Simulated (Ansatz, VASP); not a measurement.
One calculation of HfO2, two programs

INCAR

```
SYSTEM = HfO2
PREC = Accurate
ENCUT = 520
EDIFF = 1E-6
ISMEAR = 0
SIGMA = 0.01
LREAL = .FALSE.
LASPH = .TRUE.
NELM = 150
ALGO = Normal
ISIF = 2
LWAVE = .FALSE.
LCHARG = .FALSE.
MAGMOM = 0 0 0 0 0 0 0 0 0
LORBIT = 11
LSORBIT = .TRUE.
GGA_COMPAT = .FALSE.
LORBMOM = .TRUE.
LMAXMIX = 4
GGA = PE
NBANDS = 35
```

KPOINTS

```
regular mesh
0
G
  9 9 9
  0 0 0
```

Contents of POSCAR:

```
HfO2
1.0
    0.0000000000      2.4508112569      2.4508112569
    2.4508112569      0.0000000000      2.4508112569
    2.4508112569      2.4508112569      0.0000000000
Hf O
1 2
Direct
    0.0000000000      0.0000000000      0.0000000000
    0.7500000000      0.7500000000      0.7500000000
    0.2500000000      0.2500000000      0.2500000000
```

File input.yaml:

```yaml
crystal:
  lattice:
    - [0.0, 2.4508112569, 2.4508112569]
    - [2.4508112569, 0.0, 2.4508112569]
    - [2.4508112569, 2.4508112569, 0.0]
  atoms:
    - { symbol: Hf, position: [0.0, 0.0, 0.0] }
    - { symbol: O, position: [0.75, 0.75, 0.75] }
    - { symbol: O, position: [0.25, 0.25, 0.25] }
hamiltonian:
  xc: pbe
  pseudopotentials: { kind: paw_fr }
magnetization:
  noncollinear: true
  spin_orbit: true
kpoints:
  mp_grid: { grid: [9, 9, 9] }
scf:
  occupations: { method: fixed }
output:
  forces: true
  stress: true
  eigenvalues: true
  write_density: true
  write_potential: true
  elf: true
  volumetric_format: npy
```

Change from the starting cell: volume scaled by 0.88.

Alike in both runs: functional PBE; k mesh 9 × 9 × 9; non-collinear spin, spin-orbit coupling.

```csv
,VASP,Ansatz
version,VASP 6.6.1,Ansatz 0.2.0
potentials or method,"VASP PAW PBE potentials, release 64 (Hf_pv, O)",Ansatz PAW
plane-wave cutoff (eV),520,420
occupations,"gaussian, width 0.01 eV",fixed
valence electrons in the cell,22,38
task,single point,electron localisation function
```

```tsv
	VASP	Ansatz	Ansatz less VASP
pressure (GPa)	32.4	36.7	+4.25
net moment per atom (μB)	0.00	0.00	0.000
```

The pressures are high and differ by over a tenth, so treat them with care. VASP's potentials hold 22 valence electrons a cell and Ansatz's 38, so a difference there can come from the potentials and not from the codes.

Noted on Ansatz's run: odd divisions of the mesh miss points on the zone boundary, where band edges often lie, so the gap on the mesh can be too wide.
